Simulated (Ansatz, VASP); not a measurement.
**AgCl in VASP and in Ansatz**

Contents of INCAR:

```
SYSTEM = AgCl
ALGO = Normal
EDIFF = 1E-8
ENCUT = 520
GGA = PE
ISIF = 2
ISMEAR = -1
LASPH = .TRUE.
LCHARG = .FALSE.
LEFG = .TRUE.
LREAL = .FALSE.
LWAVE = .FALSE.
NBANDS = 16
NELM = 80
PREC = Accurate
SIGMA = 0.01
```

Contents of KPOINTS:

```
k-points
0
G
  9 9 9
  0 0 0
```

The input POSCAR:

```
AgCl
1.0
    0.0000000000      2.8096430007      2.8096430007
    2.8096430007      0.0000000000      2.8096430007
    2.8096430007      2.8096430007      0.0000000000
Ag Cl
1 1
Direct
    0.5000000000      0.5000000000      0.5000000000
    0.0000000000      0.0000000000      0.0000000000
```

Input for Ansatz:

```yaml
crystal:
  lattice:
    - [0.0, 2.8096430007, 2.8096430007]
    - [2.8096430007, 0.0, 2.8096430007]
    - [2.8096430007, 2.8096430007, 0.0]
  atoms:
    - { symbol: Ag, position: [0.5, 0.5, 0.5] }
    - { symbol: Cl, position: [0.0, 0.0, 0.0] }
kpoints:
  mp_grid: { grid: [9, 9, 9] }
scf:
  occupations: { method: fermi_dirac, width: 0.01 }
hamiltonian:
  xc: pbe
  pseudopotentials: { kind: paw }
output:
  forces: true
  stress: true
  eigenvalues: true
  efg: { contact_densities: true }
```

Change from the starting cell: volume scaled by 1.04, PAW files.

Alike in both runs: task electric field gradients; functional PBE; k mesh 9 × 9 × 9; occupations fermi-dirac, width 0.01 eV; no spin polarisation.

|  | VASP | Ansatz |
| --- | --- | --- |
| version | VASP 6.6.1 | Ansatz 0.2.0 |
| potentials or method | VASP PAW PBE potentials, release 64 (Ag, Cl) | PAW with Ansatz's default frozen-core files, scalar-relativistic |
| plane-wave cutoff (eV) | 520 | 420 |
| valence electrons in the cell | 18 | 26 |

VASP gave:

- gap on the k mesh at the Fermi level (eV): 0.96
- pressure (GPa): -0.3

Problem. Estimate Ansatz's values.

Solution. gap on the k mesh at the Fermi level (eV): 0.97; pressure (GPa): -0.2.

VASP's potentials hold 18 valence electrons a cell and Ansatz's 26, so a difference there can come from the potentials and not from the codes.
